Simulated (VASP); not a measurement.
Crystal: VH2.

```
V H
1.0
     0.00000    2.09758    2.09758
     2.09758    0.00000    2.09758
     2.09758    2.09758    0.00000
V H
1 2
Direct
  0.96875 0.96875 0.96875
  0.78125 0.78125 0.78125
  0.25000 0.25000 0.25000
```

This cell differs from its parent crystal: shortest bond scaled by 0.75.

Base run:

```yaml
Program: VASP 6.6.1
Functional: PBEsol
Potentials_or_basis: VASP PAW PBE potentials, release 64 (V_sv, H)
Cutoff: 520 eV
k_mesh: 11 × 11 × 11
Occupations: fermi-dirac, width 0.05 eV
Spin: no spin polarisation
```

Its results: pressure 14.2 GPa; largest force 7.780 eV/Å.

Task: The run is repeated on the same cell with these changes: further incar settings from ALGO = Normal; EDIFF = 1e-06; NBANDS = 14 to ALGO = Normal; EDIFF = 1e-06; NBANDS = 14; ISYM = 0; dispersion from none to D3(BJ). What comes out?

Result: Pressure 7.6 GPa; largest force 7.780 eV/Å.

Caveats: the PAW data sets were made with another functional, which shifts forces and pressure a little; pairwise dispersion overbinds metals, which lowers pressure and volume (some runs).
